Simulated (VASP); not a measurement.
SnSe2, 3 atoms in the cell. The structure is trigonal, space group P-3m1 (No. 164). Conventional cell: a = 3.760 Å, b = 3.760 Å, c = 5.508 Å, α = 90.00°, β = 90.00°, γ = 120.00°. Within 3.5 Å of Sn (site symmetry -3m) lie 6 Se at 2.69 Å. Se (site symmetry 3m) has 3 Sn at 2.69 Å and 3 Se at 3.19 Å within 3.5 Å. 

- Program: VASP 6.6.1
- Task: single point
- Functional: PBEsol
- Dispersion: D3(BJ)
- Potentials or basis: VASP PAW PBE potentials, release 64 (Sn_d, Se)
- Cutoff: 520 eV
- k mesh: 12 × 12 × 6
- Occupations: gaussian, width 0.02 eV
- Spin: no spin polarisation
- Dipole correction: no
- Further INCAR settings: ALGO = Normal; EDIFF = 1e-07; NBANDS = 20

Potentials or basis: VASP PAW PBE potentials, release 64 (Sn_d, Se).

Launch:

```sh
$ cat potpaw_PBE.64/Sn_d/POTCAR potpaw_PBE.64/Se/POTCAR > POTCAR
$ mpirun -np 1 vasp_std > vasp.out
```

Hardware: 1 thread of Intel Xeon 8259CL, with other jobs on the host.

**Question.** Estimate the wall time of this run.

**Answer.** It took 3.3 min on 1 thread of Intel Xeon 8259CL (shared host), peak memory 0.28 GiB. Counts: scf iterations 13, k points 100.
